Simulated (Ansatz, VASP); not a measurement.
**Ru in VASP and in Ansatz**

```
Ru
1.0
     2.65168    0.00000    0.00000
    -1.32584    2.29643    0.00000
     0.00000    0.00000    4.28190
Ru
2
Direct
  0.33333 0.66667 0.25000
  0.66667 0.33333 0.75000
```

Change from the starting cell: equal xx and yy strain of -2 %.

Alike in both runs: task single point; functional PBEsol; k mesh 14 × 14 × 8; occupations fermi-dirac, width 0.03 eV; no spin polarisation.

```csv
,VASP,Ansatz
version,VASP 6.6.1,Ansatz 0.2.0
potentials or method,"VASP PAW PBE potentials, release 64 (Ru_pv), cutoff 520 eV","all-electron LAPW, scalar-relativistic"
```

VASP gave:

```
pressure (GPa)                                                : 7.8
traceless stress, the component that is largest in VASP (GPa) : -8.27
```

Q: Which values does Ansatz return?

A: Pressure (GPa): 7.8; traceless stress, the component that is largest in VASP (GPa): -8.32.

VASP's potentials were made for PBE, not for PBEsol. Ansatz ran all-electron here, and VASP with PAW potentials.
